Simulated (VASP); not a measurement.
Wanted: the native input for a VASP 6.6.1 run.

* Task: single point
* Functional: LDA
* Potentials or basis: VASP PAW LDA potentials, release 64 (B, As)
* Cutoff: 520 eV
* k mesh: 10 × 10 × 10
* Occupations: gaussian, width 0.01 eV
* Spin: no spin polarisation
* Dipole correction: no
* Further INCAR settings: ALGO = Normal; EDIFF = 1e-06; NBANDS = 11

The structure of BAs lies in POSCAR:

```
BAs
1.0
    0.0000000000      2.3918700258      2.3918700258
    2.3918700258      0.0000000000      2.3918700258
    2.3918700258      2.3918700258      0.0000000000
B As
1 1
Direct
    0.0000000000      0.0000000000      0.0000000000
    0.2500000000      0.2500000000      0.2500000000
```

One way to write it, as run:

INCAR

```
ALGO     = Normal         # electronic algorithm
EDIFF    = 1E-6           # SCF threshold, eV
ENCUT    = 520            # plane-wave cutoff, eV
GGA      = CA             # functional
ISIF     = 2              # what is computed and relaxed
ISMEAR   = 0              # smearing method
LASPH    = True           # aspherical terms in the spheres
LCHARG   = False          # write CHGCAR
LREAL    = False          # projectors in reciprocal space
LWAVE    = False          # write WAVECAR
NBANDS   = 11             # bands
NELM     = 80             # most SCF steps
PREC     = Accurate       # precision mode
SIGMA    = 0.01           # smearing width, eV
```

KPOINTS

```
k-points
0
Gamma
  10 10 10
```

Potentials or basis: VASP PAW LDA potentials, release 64 (B, As).

Run with:

```console
$ cat potpaw_LDA.64/B/POTCAR potpaw_LDA.64/As/POTCAR > POTCAR
$ mpirun -np 1 vasp_std > vasp.out
```

It gave:

```yaml
Pressure: -3.7 GPa
Band_gap_on_the_k_mesh: 1.13 eV, indirect (least direct gap 3.24 eV)
```

Run time: 6.9 s on 1 thread of Intel(R) Xeon(R) 6975P-C (Granite Rapids), with other jobs on the host, peak memory 0.14 GiB.
